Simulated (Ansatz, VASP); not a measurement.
**One calculation of Pb, two programs**

Contents of INCAR:

```
SYSTEM = Pb
  PREC = Accurate
  ENCUT = 500
  EDIFF = 1E-6
  ISMEAR = -1
  SIGMA = 0.05
  LREAL = .FALSE.
  LASPH = .TRUE.
  NELM = 120
  ALGO = Normal
  ISIF = 2
  LWAVE = .FALSE.
  LCHARG = .TRUE.
  LELF = .TRUE.
  LVHAR = .TRUE.
  NBANDS = 13
  GGA_COMPAT = .FALSE.
```

Contents of KPOINTS:

```
regular mesh
0
G
  15 15 15
  0 0 0
```

File POSCAR:

```
Pb
1.0
    0.0000000000      2.4397854149      2.4397854149
    2.4397854149      0.0000000000      2.4397854149
    2.4397854149      2.4397854149      0.0000000000
Pb
1
Direct
    0.0000000000      0.0000000000      0.0000000000
```

Input for Ansatz:

```yaml
crystal:
  lattice:
    - [0.0, 2.4397854149, 2.4397854149]
    - [2.4397854149, 0.0, 2.4397854149]
    - [2.4397854149, 2.4397854149, 0.0]
  atoms:
    - { symbol: Pb, position: [0.0, 0.0, 0.0] }
kpoints:
  mp_grid: { grid: [15, 15, 15] }
scf:
  occupations: { method: fermi_dirac, width: 0.05 }
hamiltonian:
  xc: lda
  pseudopotentials: { kind: all_electron, datasets: crystal }
output:
  forces: true
  stress: true
  eigenvalues: true
```

Change from the starting cell: volume scaled by 1, crystal datasets.

Alike in both runs: task single point; functional LDA; k mesh 15 × 15 × 15; occupations fermi-dirac, width 0.05 eV; no spin polarisation.

|  | VASP | Ansatz |
| --- | --- | --- |
| version | VASP 6.6.1 | Ansatz 0.2.0 |
| potentials or method | VASP PAW LDA potentials, release 64 (Pb_d), cutoff 500 eV | all-electron PAW with datasets made for the crystal, scalar-relativistic |

|  | VASP | Ansatz | Ansatz less VASP |
| --- | --- | --- | --- |
| pressure (GPa) | 0.0 | 0.0 | -0.05 |

LDA's correlation is that of Perdew and Zunger in VASP and of Perdew and Wang (1992) in Ansatz. Ansatz ran all-electron here, and VASP with PAW potentials.

Neither program's run includes spin-orbit coupling.
